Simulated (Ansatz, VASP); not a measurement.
Given: the input of a run of Ansatz 0.2.0 on GaAs.

input.yaml

```yaml
crystal:
  lattice:
    - [0.0, 2.8078772807, 2.8078772807]
    - [2.8078772807, 0.0, 2.8078772807]
    - [2.8078772807, 2.8078772807, 0.0]
  atoms:
    - { symbol: As, position: [0.75, 0.75, 0.75] }
    - { symbol: Ga, position: [0.0, 0.0, 0.0] }
hamiltonian:
  xc: r2scan50
  pseudopotentials: { kind: paw }
kpoints:
  mp_grid: { grid: [4, 4, 4] }
scf:
  occupations: { method: fermi_dirac, width: 0.05 }
output:
  forces: true
  stress: true
  eigenvalues: true
```

Potentials or basis: Ansatz PAW.

Run with:

```bash
$ ansatz run input.yaml --threads 2 --pin off --max-ram 5632MiB --backend cpu --events-out ev --progress --plain --runs-dir out
```

**Question.** Translate it to VASP 6.6.1. Potentials there: VASP PAW PBE potentials, release 64 (As_d, Ga_d).

**Answer.** As run (the cutoff follows the program's own potentials):

Contents of POSCAR:

```
GaAs
1.0
    0.0000000000      2.8078772807      2.8078772807
    2.8078772807      0.0000000000      2.8078772807
    2.8078772807      2.8078772807      0.0000000000
As Ga
1 1
Direct
    0.7500000000      0.7500000000      0.7500000000
    0.0000000000      0.0000000000      0.0000000000
```

The input INCAR.step1:

```
SYSTEM = GaAs
PREC = Accurate ; ENCUT = 440
EDIFF = 1E-5 ; ISMEAR = -1
SIGMA = 0.05 ; LREAL = .FALSE.
LASPH = .TRUE. ; NELM = 120
ALGO = Normal ; ISIF = 2
LWAVE = .TRUE. ; LCHARG = .FALSE.
NBANDS = 21 ; GGA = PE
GGA_COMPAT = .FALSE.
```

INCAR.step2

```
SYSTEM = GaAs
PREC = Accurate ; ENCUT = 440
EDIFF = 1E-6 ; ISMEAR = -1
SIGMA = 0.05 ; LREAL = .FALSE.
LASPH = .TRUE. ; NELM = 120
ALGO = Normal ; ISIF = 2
LWAVE = .FALSE. ; LCHARG = .FALSE.
METAGGA = R2SCAN ; LHFCALC = .TRUE.
AEXX = 0.5 ; LMIXTAU = .TRUE.
PRECFOCK = Normal ; NBANDS = 21
ISTART = 1 ; GGA_COMPAT = .FALSE.
```

File KPOINTS:

```
regular mesh
0
G
  4 4 4
  0 0 0
```

Potentials or basis: VASP PAW PBE potentials, release 64 (As_d, Ga_d).

Command:

```sh
$ cat potpaw_PBE.64/As_d/POTCAR potpaw_PBE.64/Ga_d/POTCAR > POTCAR
$ cp INCAR.step1 INCAR
$ mpirun -np 1 vasp_std > vasp.out
$ cp INCAR.step2 INCAR
$ mpirun -np 1 vasp_std > vasp.out
```

Both were run:

|  | VASP | Ansatz | Ansatz less VASP |
| --- | --- | --- | --- |
| gap on the k mesh at the Fermi level (eV) | 4.10 | 4.04 | -0.064 |
| least direct gap on the mesh (eV) | 4.10 | 4.04 | -0.064 |

VASP's potentials were made for PBE, not for r2SCAN50.

The k mesh is coarse, so the values compare programs but aren't converged.
